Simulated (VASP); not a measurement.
# Si48H18O in VASP: notebook

Si48H18O is run at these levels: PBE+D3(BJ), PBE, RPBE; tasks: single point.

All numbers are computed with VASP 6.6.1; they aren't measurements. Logs are shortened: lines on timing, memory, paths and dates and some standing lists are left out, and cuts for length are marked.

**1. The cell of the first run**

The cell holds a slab with vacuum, 67 atoms: a = 10.862 Å, b = 10.862 Å, c = 23.428 Å, α = 90.00°, β = 90.00°, γ = 90.00°.

**2. Single point, PBE+D3(BJ)**

INCAR reads:

```
ALGO = Normal
EDIFF = 1E-6
ENCUT = 520
GGA = PE
GGA_COMPAT = F
ISIF = 2
ISMEAR = 0
IVDW = 12
LASPH = T
LCHARG = F
LREAL = Auto
LWAVE = F
NBANDS = 147
NELM = 120
NELMDL = -8
PREC = Accurate
SIGMA = 0.03
```

KPOINTS reads:

```
k-points
0
Gamma
  1 1 1
```

POSCAR reads:

```
Si48H18O
1.0
    7.6805938572      7.6805938572      0.0000000000
   -7.6805938572      7.6805938572      0.0000000000
    0.0000000000      0.0000000000     23.4276500000
Si H O
48 18 1
Direct
    0.6859640995      0.3132614661      0.4096694471
    0.8148365091      0.6818428251      0.4097462535
    0.0504237392      0.9500410059      0.4291594038
    0.3178346314      0.1848041608      0.4096472232
    0.9627118747      0.5392797864      0.4386767467
    0.2090121242      0.7917252145      0.4277248896
    0.4597850191      0.0352516258      0.4388312569
    0.5403036337      0.4597354726      0.4392458085
    0.8749719033      0.3892834583      0.3772778752
    0.8842183977      0.8719641261      0.3761545180
    0.1279382659      0.1157344553      0.3756930824
    0.3884999543      0.3757995285      0.3777758180
    0.1145475279      0.6286785199      0.3779747749
    0.3703913974      0.8858937452      0.3765174567
    0.6102463466      0.1238001504      0.3777829172
    0.6239094143      0.6115186109      0.3775395122
   -0.0009563918      0.2513883286      0.3239210800
    0.0040321909      0.7497338955      0.3127862158
    0.2501717791     -0.0027906984      0.3118262250
    0.4992720421      0.2495255202      0.3125935877
    0.2492471480      0.5002786039      0.3250429578
    0.4997235944      0.7507923131      0.3246765521
    0.7486057720      0.0005946525      0.3241131783
    0.7498366033      0.5008500002      0.3123442312
    0.8730937456      0.1266071690      0.2645771777
    0.8776364728      0.6250006110      0.2572103198
    0.1239141187      0.8759035251      0.2554680640
    0.3754787821      0.1231664694      0.2566718719
    0.1268210474      0.3738382696      0.2644936818
    0.3734363118      0.6263837045      0.2650411581
    0.6264816278      0.8730654149      0.2643947135
    0.6229614768      0.3766059892      0.2566356890
    0.7507876153      0.2490977432      0.2025712236
    0.7494261481      0.7509818969      0.2026023287
   -0.0040878835      0.0039197166      0.2024881428
    0.2488308712      0.2510982775      0.2025028600
    0.0034961460      0.4969157337      0.2028092092
    0.2518499035      0.7481153686      0.2022462632
    0.5033102955     -0.0036263211      0.2027226228
    0.4958126206      0.5040091279      0.2027168621
    0.8750000000      0.3750000000      0.1455075500
    0.8750000000      0.8750000000      0.1455075500
    0.1250000000      0.1250000000      0.1455075500
    0.3750000000      0.3750000000      0.1455075500
    0.1250000000      0.6250000000      0.1455075500
    0.3750000000      0.8750000000      0.1455075500
    0.6250000000      0.1250000000      0.1455075500
    0.6250000000      0.6250000000      0.1455075500
    0.9516281900      0.2983718100      0.1067115100
    0.7983718100      0.4516281900      0.1067115100
    0.9516281900      0.7983718100      0.1067115100
    0.7983718100      0.9516281900      0.1067115100
    0.2016281900      0.0483718100      0.1067115100
    0.0483718100      0.2016281900      0.1067115100
    0.4516281900      0.2983718100      0.1067115100
    0.2983718100      0.4516281900      0.1067115100
    0.2016281900      0.5483718100      0.1067115100
    0.0483718100      0.7016281900      0.1067115100
    0.4516281900      0.7983718100      0.1067115100
    0.2983718100      0.9516281900      0.1067115100
    0.7016281900      0.0483718100      0.1067115100
    0.5483718100      0.2016281900      0.1067115100
    0.7016281900      0.5483718100      0.1067115100
    0.5483718100      0.7016281900      0.1067115100
    0.3059129263      0.8027154520      0.5127844155
    0.0138126883      0.9878215190      0.4884629014
    0.2487138622      0.7476887921      0.4937629458
```

Potentials or basis: VASP PAW PBE potentials, release 64 (Si, H, O).

On the command line:

```
$ cat potpaw_PBE.64/Si/POTCAR potpaw_PBE.64/H/POTCAR potpaw_PBE.64/O/POTCAR > POTCAR
$ mpirun -np 1 vasp_gam > vasp.out
```

OUTCAR:

```text
EDIFF = 1E-6
   ENCUT = 520
   GGA = PE
   ISIF = 2
   ISMEAR = 0
   IVDW = 12
   LASPH = T
   LREAL = Auto
   NELM = 120
   NELMDL = -8
   PREC = Accurate
 IVDW          = 12

 ion  position               nearest neighbor table
   1  0.686  0.313  0.410-  15 2.34   9 2.34   8 2.35  20 3.12  24 3.14
   2  0.815  0.682  0.410-   5 2.33  10 2.33  16 2.34  24 3.09
   3  0.050  0.950  0.429-  66 1.50  11 2.35  10 2.35   6 2.43
   4  0.318  0.185  0.410-  11 2.33  12 2.33   7 2.34  20 3.09
   5  0.963  0.539  0.439-   2 2.33   9 2.37  13 2.38
   6  0.209  0.792  0.428-  67 1.68  13 2.36  14 2.36   3 2.43
   7  0.460  0.035  0.439-   4 2.34  15 2.38  14 2.39
   8  0.540  0.460  0.439-   1 2.35  12 2.37  16 2.37
   9  0.875  0.389  0.377-   1 2.34  17 2.37  24 2.37   5 2.37
  10  0.884  0.872  0.376-   2 2.33   3 2.35  23 2.37  18 2.38
  11  0.128  0.116  0.376-   4 2.33   3 2.35  17 2.37  19 2.38
  12  0.388  0.376  0.378-   4 2.33   8 2.37  21 2.38  20 2.38
  13  0.115  0.629  0.378-  18 2.35   6 2.36  21 2.37   5 2.38
  14  0.370  0.886  0.377-  19 2.34   6 2.36  22 2.37   7 2.39
  15  0.610  0.124  0.378-   1 2.34  23 2.37   7 2.38  20 2.38
  16  0.624  0.612  0.378-   2 2.34   8 2.37  22 2.38  24 2.38
  17  0.999  0.251  0.324-  11 2.37   9 2.37  29 2.37  25 2.38
  18  0.004  0.750  0.313-  27 2.32  26 2.33  13 2.35  10 2.38
  19  0.250  0.997  0.312-  27 2.32  28 2.32  14 2.34  11 2.38
  20  0.499  0.250  0.313-  28 2.33  32 2.33  15 2.38  12 2.38   4 3.09   1 3.12
  21  0.249  0.500  0.325-  13 2.37  12 2.38  29 2.38  30 2.38
  22  0.500  0.751  0.325-  14 2.37  16 2.38  31 2.38  30 2.38
  23  0.749  0.001  0.324-  10 2.37  15 2.37  31 2.37  25 2.38
  24  0.750  0.501  0.312-  26 2.33  32 2.33   9 2.37  16 2.38   2 3.09   1 3.14
  25  0.873  0.127  0.265-  17 2.38  33 2.38  23 2.38  35 2.38
  26  0.878  0.625  0.257-  24 2.33  18 2.33  37 2.33  34 2.33
  27  0.124  0.876  0.255-  19 2.32  18 2.32  35 2.33  38 2.33
  28  0.375  0.123  0.257-  19 2.32  20 2.33  39 2.33  36 2.33
  29  0.127  0.374  0.264-  17 2.37  36 2.38  21 2.38  37 2.38
  30  0.373  0.626  0.265-  38 2.38  22 2.38  40 2.38  21 2.38
[... 21 lines left out ...]
  52  0.798  0.952  0.107-  42 1.49
  53  0.202  0.048  0.107-  43 1.49
  54  0.048  0.202  0.107-  43 1.49
[... 10 lines left out ...]
  65  0.306  0.803  0.513-  67 0.97
  66  0.014  0.988  0.488-   3 1.50
  67  0.249  0.748  0.494-  65 0.97   6 1.68

  LATTYP: Found a simple tetragonal cell.
 ALAT       =    10.8619999999
 C/A-ratio  =     2.1568449641

  Lattice vectors:

 A1 = (   7.6805938572,   7.6805938572,   0.0000000000)
 A2 = (  -7.6805938572,   7.6805938572,   0.0000000000)
 A3 = (   0.0000000000,   0.0000000000,  23.4276500000)

Analysis of symmetry for initial positions (statically):
=====================================================================
 Subroutine PRICEL returns:
 Original cell was already a primitive cell.

 Routine SETGRP: Setting up the symmetry group for a
 simple tetragonal supercell.

 Subroutine GETGRP returns: Found  1 space group operations
 (whereof  1 operations were pure point group operations)
 out of a pool of 16 trial point group operations.

The static configuration has the point symmetry C_1 .

Analysis of symmetry for dynamics (positions and initial velocities):
=====================================================================
 Subroutine PRICEL returns:
 Original cell was already a primitive cell.

 Routine SETGRP: Setting up the symmetry group for a
 simple tetragonal supercell.

 Subroutine GETGRP returns: Found  1 space group operations
 (whereof  1 operations were pure point group operations)
 out of a pool of 16 trial point group operations.

The dynamic configuration has the point symmetry C_1 .

 Subroutine INISYM returns: Found  1 space group operations
[... 157 lines left out ...]

 KPOINTS: k-points

Automatic generation of k-mesh.
 Grid dimensions read from file:
 generate k-points for:    1    1    1

 Generating k-lattice:

  Cartesian coordinates                     Fractional coordinates (reciprocal lattice)
     0.065099133  0.065099133  0.000000000     1.000000000  0.000000000  0.000000000
    -0.065099133  0.065099133  0.000000000     0.000000000  1.000000000  0.000000000
     0.000000000  0.000000000  0.042684606     0.000000000  0.000000000  1.000000000

  Length of vectors
     0.092064077  0.092064077  0.042684606

  Shift w.r.t. Gamma in fractional coordinates (k-lattice)
     0.000000000  0.000000000  0.000000000

 Subroutine IBZKPT returns following result:
 ===========================================

 Found      1 irreducible k-points:

 Following reciprocal coordinates:
            Coordinates               Weight
  0.000000  0.000000  0.000000      1.000000
   k-points           NKPTS =      1   k-points in BZ     NKDIM =      1   number of bands    NBANDS=    147
   number of dos      NEDOS =    301   number of ions     NIONS =     67
   total plane-waves  NPLWV = ******
   dimension x,y,z NGX =    84 NGY =   84 NGZ =  180
   dimension x,y,z NGXF=   168 NGYF=  168 NGZF=  360
   ions per type =              48  18   1
   NGX,Y,Z   is equivalent  to a cutoff of  12.86, 12.86, 12.77 a.u.
   NGXF,Y,Z  is equivalent  to a cutoff of  25.71, 25.71, 25.55 a.u.
 SYSTEM =  unknown system
   PREC   = accura    normal or accurate (medium, high low for compatibility)
   ISTART =      0    job   : 0-new  1-cont  2-samecut
   ICHARG =      2    charge: 1-file 2-atom 10-const
   ISPIN  =      1    spin polarized calculation?
   LNONCOLLINEAR =      F non collinear calculations
   LSORBIT =      F    spin-orbit coupling
   LASPH  =      T    aspherical Exc in radial PAW
   ENCUT  =  520.0 eV  38.22 Ry    6.18 a.u.  20.20 20.20 43.56*2*pi/ulx,y,z
   NELM   =    120;   NELMIN=  2; NELMDL= -8     # of ELM steps
   EDIFF  = 0.1E-05   stopping-criterion for ELM
   LREAL  =      T    real-space projection
   EDIFFG = 0.1E-04   stopping-criterion for IOM
   NSW    =      0    number of steps for IOM
   IBRION =     -1    ionic relax: 0-MD 1-quasi-New 2-CG
   NFREE  =      0    steps in history (QN), initial steepest desc. (CG)
   ISIF   =      2    stress and relaxation
   ISYM   =      2    0-nonsym 1-usesym 2-fastsym
   POTIM  = 0.5000    time-step for ionic-motion
   TEBEG  =    0.0;   TEEND  =   0.0 temperature during run
   PSTRESS=    0.0 pullay stress
   NELECT =     216.0000    total number of electrons
   NUPDOWN=      -1.0000    fix difference up-down
   EMIN   =  10.00;   EMAX   =-10.00  energy-range for DOS
   EFERMI =   0.00;   METHOD = LEGACY
   ISMEAR =     0;   SIGMA  =   0.03  broadening in eV -4-tet -1-fermi 0-gaus
   EFERMI_NEDOS =   21; number of points for ismear=-14 and -15
   IALGO  =     38    algorithm
   IMIX   =      4    mixing-type and parameters
     AMIX     =   0.40;   BMIX     =  1.00
     AMIX_MAG =   1.60;   BMIX_MAG =  1.00
  volume/ion in A,a.u.               =      41.25       278.40
  Fermi-wavevector in a.u.,A,eV,Ry     =   0.699912  1.322641  6.665175  0.489877
  Thomas-Fermi vector in A             =   1.783921
   LORBIT       =      0    0 simple, 1 ext, 2 COOP (PROOUT), +10 PAW based schemes
   GGA     = PE    functional components
   LHFCALC =     F    Hartree Fock is set to
   AEXX    =    0.0000 exact exchange contribution
   IVDW    =    12    specifies the selected vdW correction
   LEPSILON=     F    determine dielectric tensor
   LRPA    =     F    only Hartree local field effects (RPA)
 non-spin polarized calculation
 Gauss-broadening in eV      SIGMA  =   0.03
  energy-cutoff  :      520.00
  volume of cell :     2764.07
 maximum number of plane-waves:     37192
 NGX is ok and might be reduce to    84
   NGX = 41   NGY = 41   NGZ = 87

 number of electron     215.9999996 magnetization

 Free energy of the ion-electron system (eV)
  ---------------------------------------------------
  ext. energy  EPLUGINS =         0.00000000
  ---------------------------------------------------
  free energy    TOTEN  =      -316.27565501 eV

  energy without entropy =     -316.27565501  energy(sigma->0) =     -316.27565501

 E-fermi :  -1.0537     XC(G=0):  -4.1422

 val. band max:       -1.2006481459   @ k =   0.0000   0.0000   0.0000
 cond. band min:      -0.7134026233   @ k =   0.0000   0.0000   0.0000
 fundamental gap:      0.4872455227
 Fermi energy:        -1.0536586943

 k-point     1 :       0.0000    0.0000    0.0000
  band No.  band energies     occupation
      1     -21.4106      2.00000
      2     -12.6492      2.00000
      3     -11.8081      2.00000
      4     -11.8027      2.00000
      5     -11.7390      2.00000
      6     -11.3687      2.00000
[... 112 lines left out ...]
    119       0.9981      0.00000
    120       1.0287      0.00000
 [bands above 120 left out]

------------------------ aborting loop because EDIFF is reached ----------------------------------------

 Edisp (eV)  -12.62252

 E8    (eV) :    -5.2593

  FORCE on cell =-STRESS in cart. coord.  units (eV):
  Direction    XX          YY          ZZ          XY          YZ          ZX
  --------------------------------------------------------------------------------------
  -------------------------------------------------------------------------------------
  Total      17.21345     5.63282    -1.15430     0.00808     0.14796     0.10820
  in kB       9.97770     3.26504    -0.66909     0.00468     0.08576     0.06272
  external pressure =        4.19 kB  Pullay stress =        0.00 kB

 VOLUME and BASIS-vectors are now :
 -----------------------------------------------------------------------------
  energy-cutoff  :      520.00
  volume of cell :     2764.07
      direct lattice vectors                 reciprocal lattice vectors
     7.680593857  7.680593857  0.000000000     0.065099133  0.065099133  0.000000000
    -7.680593857  7.680593857  0.000000000    -0.065099133  0.065099133  0.000000000
     0.000000000  0.000000000 23.427650000     0.000000000  0.000000000  0.042684606

 POSITION                                       TOTAL-FORCE (eV/Angst)
 -----------------------------------------------------------------------------------
      2.86258      7.67465      9.59759        -0.000498     -0.002940     -0.013006
      1.02147     11.49539      9.59939        -0.004101      0.000026     -0.013250
     -6.90959      7.68416     10.05420         0.015365     -0.001685      0.008529
      1.02175      3.86056      9.59707        -0.001142      0.004236      0.006393
      3.25221     11.53619     10.27717        -0.003530      0.001787     -0.005462
     -4.47558      7.68626     10.02059        -0.034873     -0.032822     -0.054401
[... 59 lines left out ...]
     -7.48097      7.69315     11.44354         0.006802     -0.000099     -0.015803
     -3.83242      7.65296     11.56771         0.008295     -0.069889     -0.047312
 -----------------------------------------------------------------------------------
    total drift:                               -0.005996     -0.003009      0.029689

  FREE ENERGIE OF THE ION-ELECTRON SYSTEM (eV)
  ---------------------------------------------------
  free  energy   TOTEN  =      -328.8981751397 eV

  energy  without entropy=     -328.8981751397  energy(sigma->0) =     -328.89817514
```

It took 30 min on 1 thread of Oxide Virtual Turin-like, shared host; peak memory 2 GiB.

Results:

| Property | Result |
| --- | --- |
| Free energy | -328.8982 eV |
| Largest force | 0.339 eV/Å |
| Dispersion energy per atom | -0.188 eV |

Forces on the atoms (eV/Å):
```
Si   0.000 -0.003 -0.013
Si  -0.004  0.000 -0.013
Si   0.015 -0.002  0.009
Si  -0.001  0.004  0.006
Si  -0.004  0.002 -0.005
Si  -0.035 -0.033 -0.054
Si  -0.016 -0.005  0.005
Si  -0.003 -0.005  0.000
Si  -0.005 -0.004 -0.010
Si   0.007  0.014  0.000
Si  -0.007  0.004 -0.010
Si   0.003 -0.008  0.002
Si  -0.005  0.004  0.005
Si   0.000 -0.007 -0.018
Si   0.006  0.010  0.003
Si   0.007  0.001  0.000
Si  -0.001  0.005  0.003
Si  -0.001 -0.011 -0.001
Si   0.004 -0.005 -0.001
Si  -0.002  0.010 -0.008
Si  -0.003 -0.003 -0.001
Si   0.000  0.001  0.000
Si  -0.001 -0.003 -0.001
Si   0.004 -0.001  0.002
Si   0.001  0.001  0.000
Si   0.000 -0.008 -0.006
Si  -0.002  0.006  0.007
Si   0.000 -0.009  0.008
Si   0.002  0.002  0.001
Si   0.000  0.000 -0.004
Si   0.001 -0.002  0.001
Si  -0.001  0.007 -0.006
Si  -0.002 -0.002  0.002
Si  -0.002  0.003  0.000
Si   0.004  0.000 -0.001
Si  -0.005  0.001 -0.001
Si   0.000  0.001  0.001
Si  -0.002  0.001  0.001
Si   0.002  0.002 -0.001
Si   0.011 -0.001  0.002
Si   0.267  0.024 -0.023
Si  -0.315 -0.022 -0.103
Si  -0.318  0.013 -0.084
Si  -0.299 -0.003 -0.069
Si   0.317 -0.003 -0.101
Si   0.323 -0.005 -0.102
Si   0.281 -0.022 -0.047
Si  -0.272  0.010 -0.031
H   -0.277 -0.019  0.001
H    0.255  0.020  0.083
H   -0.255  0.036  0.086
H    0.284 -0.033 -0.012
H   -0.255 -0.033  0.088
H    0.283  0.029 -0.012
H   -0.254  0.028  0.086
H    0.288 -0.033 -0.004
H   -0.290  0.011 -0.015
H    0.257 -0.018  0.082
H   -0.293 -0.012 -0.016
H    0.257  0.019  0.083
H   -0.278  0.021 -0.003
H    0.255 -0.022  0.084
H   -0.255 -0.031  0.084
H    0.287  0.038  0.004
H    0.028  0.107  0.108
H    0.007  0.000 -0.016
O    0.008 -0.070 -0.047
```

Levels at points of the mesh, in eV from the Fermi level:
```tsv
k point	band 106	band 107	band 108	band 109	band 110	band 111
(0.00, 0.00, 0.00)	-0.39	-0.25	-0.15	0.34	1.00	1.08
```

Caveat: the k points lie up to 0.58 Å⁻¹ apart; there is no dipole correction, which matters where the two faces differ.

(Continued in part 2 of 2.)
